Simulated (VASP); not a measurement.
# AlN (P6_3/mmc) in VASP: a series of runs, part 2 of 2

VASP 6.6.1. Earlier steps stand in the parts before.

## (4) Single point, PBEsol (volume 9.066 Å^3 an atom, c/a of the conventional cell 1.2341)

Input file INCAR:

```
PREC = Accurate
ENCUT = 520
EDIFF = 1E-6
ISMEAR = 0
SIGMA = 0.05
LREAL = F
LASPH = T
NELM = 60
ALGO = Normal
ISIF = 2
LWAVE = F
LCHARG = T
GGA = PS
LELF = T
LVHAR = T
NBANDS = 16
```

Input file KPOINTS:

```
Automatic mesh
0
Gamma
  9 9 6
```

Input file POSCAR:

```
AlN
1.0
    3.2374140016      0.0000000000      0.0000000000
   -1.6187070008      2.8036827679      0.0000000000
    0.0000000000      0.0000000000      3.9952926194
Al N
2 2
Direct
    0.3333333333      0.6666666667      0.7500000000
    0.6666666667      0.3333333333      0.2500000000
    0.3333333333      0.6666666667      0.2500000000
    0.6666666667      0.3333333333      0.7500000000
```

Potentials or basis: VASP PAW PBE potentials, release 64 (Al, N).

On the command line:

```console
$ cat potpaw_PBE.64/Al/POTCAR potpaw_PBE.64/N/POTCAR > POTCAR
$ mpirun -np 1 vasp_std > vasp.out
```

OUTCAR:

```text
PREC = Accurate
   ENCUT = 520
   EDIFF = 1E-6
   ISMEAR = 0
   LREAL = F
   LASPH = T
   NELM = 60
   ISIF = 2
   GGA = PS

 ion  position               nearest neighbor table
   1  0.333  0.667  0.750-   4 1.87   4 1.87   4 1.87   3 2.00   3 2.00   2 2.74   2 2.74   2 2.74
                             2 2.74   2 2.74   2 2.74
   2  0.667  0.333  0.250-   3 1.87   3 1.87   3 1.87   4 2.00   4 2.00   1 2.74   1 2.74   1 2.74
                             1 2.74   1 2.74   1 2.74
   3  0.333  0.667  0.250-   2 1.87   2 1.87   2 1.87   1 2.00   1 2.00
   4  0.667  0.333  0.750-   1 1.87   1 1.87   1 1.87   2 2.00   2 2.00

  LATTYP: Found a hexagonal cell.
 ALAT       =     3.2374140016
 C/A-ratio  =     1.2341000000

  Lattice vectors:

 A1 = (   3.2374140016,   0.0000000000,   0.0000000000)
 A2 = (  -1.6187070008,   2.8036827679,   0.0000000000)
 A3 = (   0.0000000000,   0.0000000000,   3.9952926194)

Analysis of symmetry for initial positions (statically):
=====================================================================
 Subroutine PRICEL returns:
 Original cell was already a primitive cell.

 Routine SETGRP: Setting up the symmetry group for a
 hexagonal supercell.

 Subroutine GETGRP returns: Found 24 space group operations
 (whereof 12 operations were pure point group operations)
 out of a pool of 24 trial point group operations.

The static configuration has the point symmetry D_3d.
 The point group associated with its full space group is D_6h.

Analysis of symmetry for dynamics (positions and initial velocities):
=====================================================================
 Subroutine PRICEL returns:
 Original cell was already a primitive cell.

 Routine SETGRP: Setting up the symmetry group for a
 hexagonal supercell.

 Subroutine GETGRP returns: Found 24 space group operations
 (whereof 12 operations were pure point group operations)
 out of a pool of 24 trial point group operations.

The dynamic configuration has the point symmetry D_3d.
 The point group associated with its full space group is D_6h.

 Subroutine INISYM returns: Found 24 space group operations
 (whereof 12 operations are pure point group operations),
 and found     1 'primitive' translations

----------------------------------------------------------------------------------------

                                     Primitive cell

  volume of cell :      36.2640

  direct lattice vectors                    reciprocal lattice vectors
     3.237414002  0.000000000  0.000000000     0.308888514  0.178336867  0.000000000
    -1.618707001  2.803682768  0.000000000     0.000000000  0.356673733  0.000000000
     0.000000000  0.000000000  3.995292619     0.000000000  0.000000000  0.250294558

  length of vectors
     3.237414002  3.237414002  3.995292619     0.356673733  0.356673733  0.250294558

  position of ions in fractional coordinates (direct lattice)
     0.333333333  0.666666667  0.750000000
     0.666666667  0.333333333  0.250000000
     0.333333333  0.666666667  0.250000000
     0.666666667  0.333333333  0.750000000

  ion indices of the primitive-cell ions
   primitive index   ion index
                 1           1
                 2           2
                 3           3
                 4           4

----------------------------------------------------------------------------------------

 KPOINTS: Automatic mesh

Automatic generation of k-mesh.
 Grid dimensions read from file:
 generate k-points for:    9    9    6

 Generating k-lattice:

  Cartesian coordinates                     Fractional coordinates (reciprocal lattice)
     0.034320946  0.019815207  0.000000000     0.111111111  0.000000000  0.000000000
     0.000000000  0.039630415  0.000000000     0.000000000  0.111111111  0.000000000
     0.000000000  0.000000000  0.041715760     0.000000000  0.000000000  0.166666667

  Length of vectors
     0.039630415  0.039630415  0.041715760

  Shift w.r.t. Gamma in fractional coordinates (k-lattice)
     0.000000000  0.000000000  0.000000000

 Subroutine IBZKPT returns following result:
 ===========================================

 Found     48 irreducible k-points:

 Following reciprocal coordinates:
            Coordinates               Weight
  0.000000  0.000000  0.000000      1.000000
  0.111111 -0.000000  0.000000      6.000000
  0.222222  0.000000  0.000000      6.000000
  0.333333  0.000000  0.000000      6.000000
  0.444444  0.000000  0.000000      6.000000
  0.111111  0.111111  0.000000      6.000000
[... 16 lines left out ...]
  0.333333  0.222222  0.166667     24.000000
  0.333333  0.333333  0.166667      4.000000
 [... further k-points ...]
   k-points           NKPTS =     48   k-points in BZ     NKDIM =     48   number of bands    NBANDS=     16
   number of dos      NEDOS =    301   number of ions     NIONS =      4
   total plane-waves  NPLWV =  17280
   dimension x,y,z NGX =    24 NGY =   24 NGZ =   30
   dimension x,y,z NGXF=    48 NGYF=   48 NGZF=   60
   ions per type =               2   2
   NGX,Y,Z   is equivalent  to a cutoff of  12.32, 12.32, 12.48 a.u.
   NGXF,Y,Z  is equivalent  to a cutoff of  24.65, 24.65, 24.97 a.u.
 SYSTEM =  unknown system
   PREC   = accura    normal or accurate (medium, high low for compatibility)
   ISTART =      0    job   : 0-new  1-cont  2-samecut
   ICHARG =      2    charge: 1-file 2-atom 10-const
   ISPIN  =      1    spin polarized calculation?
   LNONCOLLINEAR =      F non collinear calculations
   LSORBIT =      F    spin-orbit coupling
   LASPH  =      T    aspherical Exc in radial PAW
   ENCUT  =  520.0 eV  38.22 Ry    6.18 a.u.   6.02  6.02  7.43*2*pi/ulx,y,z
   NELM   =     60;   NELMIN=  2; NELMDL= -5     # of ELM steps
   EDIFF  = 0.1E-05   stopping-criterion for ELM
   LREAL  =      F    real-space projection
   EDIFFG = 0.1E-04   stopping-criterion for IOM
   NSW    =      0    number of steps for IOM
   IBRION =     -1    ionic relax: 0-MD 1-quasi-New 2-CG
   NFREE  =      0    steps in history (QN), initial steepest desc. (CG)
   ISIF   =      2    stress and relaxation
   ISYM   =      2    0-nonsym 1-usesym 2-fastsym
   POTIM  = 0.5000    time-step for ionic-motion
   TEBEG  =    0.0;   TEEND  =   0.0 temperature during run
   PSTRESS=    0.0 pullay stress
   NELECT =      16.0000    total number of electrons
   NUPDOWN=      -1.0000    fix difference up-down
   EMIN   =  10.00;   EMAX   =-10.00  energy-range for DOS
   EFERMI =   0.00;   METHOD = LEGACY
   ISMEAR =     0;   SIGMA  =   0.05  broadening in eV -4-tet -1-fermi 0-gaus
   EFERMI_NEDOS =   21; number of points for ismear=-14 and -15
   IALGO  =     38    algorithm
   IMIX   =      4    mixing-type and parameters
     AMIX     =   0.40;   BMIX     =  1.00
     AMIX_MAG =   1.60;   BMIX_MAG =  1.00
  volume/ion in A,a.u.               =       9.07        61.18
  Fermi-wavevector in a.u.,A,eV,Ry     =   1.246301  2.355167 21.133467  1.553266
  Thomas-Fermi vector in A             =   2.380484
   LORBIT       =      0    0 simple, 1 ext, 2 COOP (PROOUT), +10 PAW based schemes
   GGA     = PS    functional components
   LHFCALC =     F    Hartree Fock is set to
   AEXX    =    0.0000 exact exchange contribution
   IVDW    =     0    specifies the selected vdW correction
   LEPSILON=     F    determine dielectric tensor
   LRPA    =     F    only Hartree local field effects (RPA)
 non-spin polarized calculation
 Gauss-broadening in eV      SIGMA  =   0.05
  energy-cutoff  :      520.00
  volume of cell :       36.26
 maximum number of plane-waves:       996
   NGX = 13   NGY = 13   NGZ = 15

 number of electron      16.0000003 magnetization

 Free energy of the ion-electron system (eV)
  ---------------------------------------------------
  ext. energy  EPLUGINS =         0.00000000
  ---------------------------------------------------
  free energy    TOTEN  =       -30.79023815 eV

  energy without entropy =      -30.79023815  energy(sigma->0) =      -30.79023815

 E-fermi :   9.1353     XC(G=0): -11.7665

 val. band max:        8.8428554257   @ k =   0.0000   0.0000   0.0000
 cond. band min:      12.7495475266   @ k =   0.0000   0.0000   0.0000
 fundamental gap:      3.9066921009
 Fermi energy:         9.1353131811

 k-point     1 :       0.0000    0.0000    0.0000
  band No.  band energies     occupation
      1      -8.5954      2.00000
      2      -4.3101      2.00000
      3       1.4873      2.00000
      4       5.2915      2.00000
      5       5.2915      2.00000
      6       7.1775      2.00000
[... 433 lines left out ...]
      3       1.7587      2.00000
      4       3.0355      2.00000
      5       3.0355      2.00000
      6       5.7926      2.00000
[... 8 lines left out ...]
     15      20.6899      0.00000
     16      22.9972      0.00000

 [... further k-points ...]
[... 5 lines left out ...]
  --------------------------------------------------------------------------------------
  -------------------------------------------------------------------------------------
  Total        4.0028612      4.0028612      4.4996798      0.0000000      0.0000000      0.0000000
  in kB      176.8501411    176.8501411    198.8000491      0.0000000      0.0000000      0.0000000
  external PRESSURE =     184.1667771 kB  Pullay stress =       0.0000000 kB

 VOLUME and BASIS-vectors are now :
 -----------------------------------------------------------------------------
  energy-cutoff  :      520.00
  volume of cell :       36.26
      direct lattice vectors                 reciprocal lattice vectors
     3.237414002  0.000000000  0.000000000     0.308888514  0.178336867  0.000000000
    -1.618707001  2.803682768  0.000000000     0.000000000  0.356673733  0.000000000
     0.000000000  0.000000000  3.995292619     0.000000000  0.000000000  0.250294558

 POSITION                                       TOTAL-FORCE (eV/Angst)
 -----------------------------------------------------------------------------------
     -0.00000      1.86912      2.99647        -0.000000      0.000000      0.000000
      1.61871      0.93456      0.99882         0.000000     -0.000000      0.000000
     -0.00000      1.86912      0.99882         0.000000     -0.000000      0.000000
      1.61871      0.93456      2.99647        -0.000000      0.000000      0.000000
 -----------------------------------------------------------------------------------
    total drift:                                0.000000     -0.000000      0.000000

  FREE ENERGIE OF THE ION-ELECTRON SYSTEM (eV)
  ---------------------------------------------------
  free  energy   TOTEN  =       -30.7902381504 eV

  energy  without entropy=      -30.7902381504  energy(sigma->0) =      -30.79023815
```

OSZICAR:

```text
N       E                     dE             d eps       ncg     rms          rms(c)
DAV:   1     0.396188752997E+02    0.39619E+02   -0.74851E+03  1536   0.911E+02
DAV:   2    -0.322146337118E+02   -0.71834E+02   -0.66210E+02  2248   0.192E+02
DAV:   3    -0.353269374270E+02   -0.31123E+01   -0.31043E+01  1848   0.407E+01
DAV:   4    -0.353443294716E+02   -0.17392E-01   -0.17391E-01  1896   0.339E+00
DAV:   5    -0.353445450288E+02   -0.21556E-03   -0.21556E-03  1856   0.381E-01    0.119E+01
DAV:   6    -0.308924225488E+02    0.44521E+01   -0.81791E+00  1960   0.218E+01    0.422E+00
DAV:   7    -0.308328331182E+02    0.59589E-01   -0.76897E-01  1832   0.612E+00    0.294E+00
DAV:   8    -0.307976789177E+02    0.35154E-01   -0.99878E-02  1664   0.251E+00    0.774E-01
DAV:   9    -0.307899749895E+02    0.77039E-02   -0.19210E-02  1976   0.108E+00    0.252E-01
DAV:  10    -0.307903365098E+02   -0.36152E-03   -0.20067E-03  1776   0.304E-01    0.171E-01
DAV:  11    -0.307902404386E+02    0.96071E-04   -0.14154E-04  1856   0.913E-02    0.384E-02
DAV:  12    -0.307902384944E+02    0.19442E-05   -0.78205E-06  1856   0.219E-02    0.617E-03
DAV:  13    -0.307902381504E+02    0.34397E-06   -0.18567E-06  1640   0.102E-02
   1 F= -.30790238E+02 E0= -.30790238E+02  d E =-.804283E-19
```

stdout:

```text
POSCAR found type information on POSCAR AlN
 POSCAR found :  2 types and       4 ions
 scaLAPACK will be used
 -----------------------------------------------------------------------------
|                                                                             |
|                                                                             |
|     You enforced a specific xc type in the INCAR file but a different       |
|     I HOPE YOU KNOW WHAT YOU ARE DOING!                                     |
|                                                                             |
 -----------------------------------------------------------------------------

 LDA part: xc-table for (Slater+PW92), standard interpolation
 POSCAR, INCAR and KPOINTS ok, starting setup
 FFT: planning ... GRIDC
 FFT: planning ... GRID_SOFT
 FFT: planning ... GRID
 WAVECAR not read
 entering main loop
```

It used 18 s of CPU time on 1 thread of AMD EPYC 7R13 Processor (Zen 3), with other jobs on the host.

Results:

```
Free energy            : -30.7902 eV
Pressure               : 18.4 GPa
Band gap on the k mesh : 3.91 eV, direct
```

Caveat: the PAW data sets were made with another functional, which shifts forces and pressure a little. A k mesh can miss the band edges.

## (5) The runs side by side

```tsv
cell	gap on the mesh (eV)	pressure (GPa)
a = 3.125, b = 3.125, c = 4.178 Å, angles 90.0, 90.0, 120.0°, 4 atoms	4.00	30.5
a = 3.261, b = 3.261, c = 3.836 Å, angles 90.0, 90.0, 120.0°, 4 atoms	4.15	26.8
a = 3.237, b = 3.237, c = 3.995 Å, angles 90.0, 90.0, 120.0°, 4 atoms	3.91	18.4
```

Alike in all rows: task single point; level PBEsol; potentials or basis VASP PAW PBE potentials, release 64 (Al, N); no spin polarisation; k mesh 9 × 9 × 6; cutoff (eV) 520; smearing gaussian 0.05 eV.

Caveats: the PAW data sets were made with another functional, which shifts forces and pressure a little.

Total energies depend on the potentials used, so only differences within one code and one set of settings carry meaning.
